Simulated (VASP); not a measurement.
# Pd (Fd-3m) in VASP: a series of runs

Runs on Pd. Level: LDA. Tasks: relaxation of cell and atoms.

Everything below comes from runs of VASP 6.6.1. Logs are shortened: lines on timing, memory, paths and dates and some standing lists are left out, and cuts for length are marked.

**1. The cell of the first run**

It takes space group Fd-3m (No. 227, cubic). The conventional cell has a = 5.350 Å, b = 5.350 Å, c = 5.350 Å, α = 90.00°, β = 90.00°, γ = 90.00°. Within 3.1 Å of Pd (site symmetry -43m) lie 4 Pd at 2.32 Å.

**2. Relaxation of cell and atoms, LDA**

INCAR reads:

```
  PREC = Accurate
  ENCUT = 600
  EDIFF = 1E-6
  ISMEAR = 1
  SIGMA = 0.1
  LREAL = F
  LASPH = T
  NELM = 80
  ALGO = Normal
  ISIF = 3
  LWAVE = F
  LCHARG = F
  IBRION = 2
  NSW = 80
  EDIFFG = -0.01
```

KPOINTS reads:

```
Automatic mesh
0
Gamma
  13 13 13
```

POSCAR reads:

```
Pd
1.0
    0.0000000000      2.6750000000      2.6750000000
    2.6750000000      0.0000000000      2.6750000000
    2.6750000000      2.6750000000      0.0000000000
Pd
2
Direct
    0.0000000000      0.0000000000      0.0000000000
    0.2500000000      0.2500000000      0.2500000000
```

Potentials or basis: VASP PAW LDA potentials, release 64 (Pd).

Launch:

```
$ cat potpaw_LDA.64/Pd/POTCAR > POTCAR
$ mpirun -np 1 vasp_std > vasp.out
```

OUTCAR:

```text
PREC = Accurate
   ENCUT = 600
   EDIFF = 1E-6
   ISMEAR = 1
   LREAL = F
   LASPH = T
   NELM = 80
   ISIF = 3
   IBRION = 2
   NSW = 80
   EDIFFG = -0.01

 ion  position               nearest neighbor table
   1  0.000  0.000  0.000-   2 2.32   2 2.32   2 2.32   2 2.32
   2  0.250  0.250  0.250-   1 2.32   1 2.32   1 2.32   1 2.32

  LATTYP: Found a face centered cubic cell.
 ALAT       =     5.3500000000

  Lattice vectors:

 A1 = (   0.0000000000,   2.6750000000,   2.6750000000)
 A2 = (   2.6750000000,   0.0000000000,   2.6750000000)
 A3 = (   2.6750000000,   2.6750000000,   0.0000000000)

Analysis of symmetry for initial positions (statically):
=====================================================================
 Subroutine PRICEL returns:
 Original cell was already a primitive cell.

 Routine SETGRP: Setting up the symmetry group for a
 face centered cubic supercell.

 Subroutine GETGRP returns: Found 48 space group operations
 (whereof 24 operations were pure point group operations)
 out of a pool of 48 trial point group operations.

The static configuration has the point symmetry T_d .
 The point group associated with its full space group is O_h .

Analysis of symmetry for dynamics (positions and initial velocities):
=====================================================================
 Subroutine PRICEL returns:
 Original cell was already a primitive cell.

 Routine SETGRP: Setting up the symmetry group for a
 face centered cubic supercell.

 Subroutine GETGRP returns: Found 48 space group operations
 (whereof 24 operations were pure point group operations)
 out of a pool of 48 trial point group operations.

The dynamic configuration has the point symmetry T_d .
 The point group associated with its full space group is O_h .

 Subroutine INISYM returns: Found 48 space group operations
 (whereof 24 operations are pure point group operations),
 and found     1 'primitive' translations

----------------------------------------------------------------------------------------

                                     Primitive cell

  volume of cell :      38.2826

  direct lattice vectors                    reciprocal lattice vectors
     0.000000000  2.675000000  2.675000000    -0.186915888  0.186915888  0.186915888
     2.675000000  0.000000000  2.675000000     0.186915888 -0.186915888  0.186915888
     2.675000000  2.675000000  0.000000000     0.186915888  0.186915888 -0.186915888

  length of vectors
     3.783021279  3.783021279  3.783021279     0.323747814  0.323747814  0.323747814

  position of ions in fractional coordinates (direct lattice)
     0.000000000  0.000000000  0.000000000
     0.250000000  0.250000000  0.250000000

[... 108 lines left out ...]
 non-spin polarized calculation
 Methfessel and Paxton  Order N= 1 SIGMA  =   0.10
  energy-cutoff  :      600.00
  volume of cell :       38.28
 maximum number of plane-waves:      1303
   NGX = 15   NGY = 15   NGZ = 15

--------------------------------------- Ionic step        1  -------------------------------------------

 number of electron      19.9999996 magnetization

 Free energy of the ion-electron system (eV)
  ---------------------------------------------------
  ext. energy  EPLUGINS =         0.00000000
  ---------------------------------------------------
  free energy    TOTEN  =        -9.86524931 eV

  energy without entropy =       -9.86208057  energy(sigma->0) =       -9.86419306

------------------------ aborting loop because EDIFF is reached ----------------------------------------

  FORCE on cell =-STRESS in cart. coord.  units (eV):
  Direction    XX          YY          ZZ          XY          YZ          ZX
  --------------------------------------------------------------------------------------
  -------------------------------------------------------------------------------------
  Total        4.6666505      4.6666505      4.6666505     -0.0000000      0.0000000     -0.0000000
  in kB      195.3055147    195.3055147    195.3055147     -0.0000000      0.0000000     -0.0000000
  external PRESSURE =     195.3055147 kB  Pullay stress =       0.0000000 kB
[... 23 lines left out ...]
--------------------------------------- Ionic step        2  -------------------------------------------

 number of electron      19.9999996 magnetization

 E-fermi :   2.8593     XC(G=0):  -9.9354

 val. band max:        2.8565755058   @ k =  -0.2308   0.1538   0.0000
 cond. band min:       2.8598465006   @ k =  -0.3846   0.4615   0.1538
 fundamental gap:      0.0032709948
 Fermi energy:         2.8593212506

 k-point     1 :       0.0000    0.0000    0.0000
  band No.  band energies     occupation
      1      -1.2925      2.00000
      2      -0.0592      2.00000
      3      -0.0592      2.00000
      4       0.0138      2.00000
      5       0.0138      2.00000
      6       0.0138      2.00000
      7       1.7046      2.00000
      8       1.7046      2.00000
      9       1.7046      2.00000
     10       2.7252      2.06739
     11       2.7252      2.06739
     12      13.7806      0.00000
     13      13.7806      0.00000
     14      13.7806      0.00000
[... 456 lines left out ...]
  FREE ENERGIE OF THE ION-ELECTRON SYSTEM (eV)
  ---------------------------------------------------
  free  energy   TOTEN  =       -10.1684259201 eV

  energy  without entropy=      -10.1631152424  energy(sigma->0) =      -10.16665569

[... ionic steps 4 to 15 ...]

--------------------------------------- Ionic step       16  -------------------------------------------

 number of electron      19.9999992 magnetization

------------------------ aborting loop because EDIFF is reached ----------------------------------------
[... 67 lines left out ...]
--------------------------------------- Ionic step       18  -------------------------------------------

 number of electron      19.9999992 magnetization

 Free energy of the ion-electron system (eV)
  ---------------------------------------------------
  ext. energy  EPLUGINS =         0.00000000
  ---------------------------------------------------
  free energy    TOTEN  =       -10.16886797 eV

  energy without entropy =      -10.16356633  energy(sigma->0) =      -10.16710076

 E-fermi :   4.7558     XC(G=0): -10.8778

 val. band max:        4.7550338201   @ k =  -0.3846   0.4615   0.1538
 cond. band min:       4.7606784512   @ k =  -0.4615   0.1538   0.0769
 fundamental gap:      0.0056446311
 Fermi energy:         4.7557965924

 k-point     1 :       0.0000    0.0000    0.0000
  band No.  band energies     occupation
      1      -0.3475      2.00000
      2       0.9015      2.00000
      3       0.9015      2.00000
      4       1.0866      2.00000
      5       1.0866      2.00000
      6       1.0866      2.00000
      7       3.2190      2.00000
      8       3.2190      2.00000
      9       3.2190      2.00000
     10       4.6114      2.06012
     11       4.6114      2.06012
     12      17.0965      0.00000
     13      17.0965      0.00000
     14      17.0965      0.00000
[... 420 lines left out ...]
  FREE ENERGIE OF THE ION-ELECTRON SYSTEM (eV)
  ---------------------------------------------------
  free  energy   TOTEN  =       -10.1688679745 eV

  energy  without entropy=      -10.1635663317  energy(sigma->0) =      -10.16710076

 reached required accuracy - stopping structural energy minimisation
```

Wall time 4.7 min (1 thread of Intel Xeon Platinum 8488C (Sapphire Rapids), shared host); peak memory 0.19 GiB.

What came out:

```
Free energy                            : -10.1689 eV
Relaxed volume                         : 22.01 Å³/atom
Relaxed cell                           : a = 3.963 Å, b = 3.963 Å, c = 3.963 Å, α = 60.00°, β = 60.00°, γ = 60.00°
Space group after relaxing (to 0.05 Å) : Fd-3m (No. 227)
Energy gained by relaxing              : 151.8 meV/atom
Ionic steps                            : 18
Pressure after relaxing                : 0.1 GPa
Band gap on the k mesh                 : zero (band 10 reaches 4.87 eV, above the bottom of band 11 at 4.40 eV)
```

Step by step:
```
step  energy change (eV)  largest force (eV/Å)  pressure (GPa)  volume (Å³)
   1              0.0000                0.0000           19.53        38.28
   2              0.0415                0.0000          -10.57        52.72
   3             -0.3032                0.0000           -0.54        44.29
   4             -0.3036                0.0000           -0.14        44.10
   5             -0.3036                0.0000            0.12        43.98
   6             -0.3036                0.0000            0.12        43.98
   7             -0.3036                0.0000            0.09        43.98
   8             -0.3036                0.0000            0.12        43.98
   9             -0.3036                0.0000            0.12        43.98
  10             -0.3036                0.0000            0.12        43.98
  11             -0.3036                0.0000            0.12        43.98
  12             -0.3036                0.0000            0.12        43.98
  13             -0.3036                0.0000            0.11        43.98
  14             -0.3036                0.0000            0.10        43.98
  15             -0.3036                0.0000            0.08        43.98
  16             -0.3036                0.0000            0.10        43.99
  17             -0.3036                0.0000            0.08        44.00
  18             -0.3036                0.0000            0.05        44.01
```

Final structure:
```
Pd
1.0
     0.00000    2.80234    2.80234
     2.80234    0.00000    2.80234
     2.80234    2.80234    0.00000
Pd
2
Direct
  0.00000 0.00000 0.00000
  0.25000 0.25000 0.25000
```

**3. Relaxation of cell and atoms, LDA, target pressure 10 GPa, at which the enthalpy is minimised**

INCAR reads:

```
SYSTEM = Pd
PREC = Accurate
ENCUT = 600
EDIFF = 1E-6
ISMEAR = 1
SIGMA = 0.1
LREAL = .False.
LASPH = .True.
NELM = 80
ALGO = Normal
ISIF = 3
LWAVE = .False.
LCHARG = .False.
IBRION = 2
NSW = 80
EDIFFG = -0.01
PSTRESS = 100.0
```

KPOINTS reads:

```
Automatic mesh
0
Gamma
  13 13 13
  0 0 0
```

POSCAR is that of step 2.

Potentials or basis: VASP PAW LDA potentials, release 64 (Pd).

Launch:

```
$ cat potpaw_LDA.64/Pd/POTCAR > POTCAR
$ mpirun -np 1 vasp_std > vasp.out
```

Wall time 1.8 min (1 thread of Intel Xeon Platinum 8488C (Sapphire Rapids), shared host); peak memory 0.19 GiB.

It converged, with:

```yaml
Free_energy: -10.0696 eV
Relaxed_volume: 20.27 Å³/atom
Relaxed_cell: a = 3.856 Å, b = 3.856 Å, c = 3.856 Å, α = 60.00°, β = 60.00°, γ = 60.00°
Space_group_after_relaxing_to_0.05_Å: Fd-3m (No. 227)
Energy_change_on_relaxing_the_enthalpy_is_what_falls: -102.2 meV/atom
Ionic_steps: 4
Pressure_after_relaxing: 10.0 GPa
Band_gap_on_the_k_mesh: zero (band 10 reaches 5.92 eV, above the bottom of band 11 at 5.39 eV)
```

Step by step:
```tsv
step	energy change (eV)	largest force (eV/Å)	pressure (GPa)	volume (Å³)
1	0.0000	0.0000	19.53	38.28
2	-0.2983	0.0000	-1.88	44.94
3	-0.2084	0.0000	9.74	40.60
4	-0.2043	0.0000	9.98	40.53
```

Final structure:
```
CELL_PARAMETERS angstrom
0.00000 2.72646 2.72646
2.72646 0.00000 2.72646
2.72646 2.72646 0.00000
ATOMIC_POSITIONS crystal
Pd 0.00000 0.00000 0.00000
Pd 0.25000 0.25000 0.25000
```

Levels at points of the mesh, in eV from the Fermi level:
| k point | band 6 | band 7 | band 8 | band 9 | band 10 | band 11 | band 12 | band 13 | band 14 |
| --- | --- | --- | --- | --- | --- | --- | --- | --- | --- |
| (0.00, 0.00, 0.00) | -4.11 | -1.75 | -1.75 | -1.75 | -0.15 | -0.15 | 12.95 | 12.95 | 12.95 |

Caveat: the cell is relaxed towards a set pressure, so the enthalpy falls and the energy may rise.
